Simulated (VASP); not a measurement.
GaN:

```
CELL_PARAMETERS angstrom
3.32516 0.00000 0.00000
-1.66258 2.87968 0.00000
0.00000 0.00000 4.88057
ATOMIC_POSITIONS crystal
Ga 0.33333 0.66667 0.25000
Ga 0.66667 0.33333 0.75000
N 0.66667 0.33333 0.25000
N 0.33333 0.66667 0.75000
```

- Program: VASP 6.6.1
- Task: relaxation of cell and atoms
- Functional: PBEsol
- Potentials or basis: VASP PAW PBE potentials, release 64 (Ga_d, N)
- Cutoff: 600 eV
- k mesh: 12 × 12 × 6
- Occupations: fermi-dirac, width 0.02 eV
- Spin: no spin polarisation

At the start: pressure -6.3 GPa; volume 11.68 Å³/atom.

Question: How do energy, volume and symmetry change on relaxing?

Answer: Over 9 steps the energy falls by 9.0 meV/atom and the volume is 11.19 Å³/atom (-4.3 %); space group P6_3/mmc (No. 194, to 0.1 Å) before and after.

Step by step:
| step | energy change (eV) | largest force (eV/Å) | pressure (GPa) | volume (Å³) |
| --- | --- | --- | --- | --- |
| 1 | 0.0000 | 0.0000 | -6.28 | 46.73 |
| 2 | 0.0049 | 0.0000 | 6.90 | 43.70 |
| 3 | -0.0305 | 0.0000 | -0.31 | 45.26 |
| 4 | -0.0305 | 0.0000 | -0.13 | 45.23 |
| 5 | -0.0329 | 0.0000 | -0.20 | 45.10 |
| 6 | -0.0358 | 0.0000 | 0.09 | 44.71 |
| 7 | -0.0358 | 0.0000 | 0.07 | 44.73 |
| 8 | -0.0358 | 0.0000 | -0.13 | 44.78 |
| 9 | -0.0359 | 0.0000 | 0.02 | 44.75 |

Final structure:
```
Ga N
1.0
     3.30075    0.00000    0.00000
    -1.65037    2.85853    0.00000
     0.00000    0.00000    4.74231
Ga N
2 2
Direct
  0.33333 0.66667 0.25000
  0.66667 0.33333 0.75000
  0.66667 0.33333 0.25000
  0.33333 0.66667 0.75000
```

Caveat: the PAW data sets were made with another functional, which shifts forces and pressure a little.
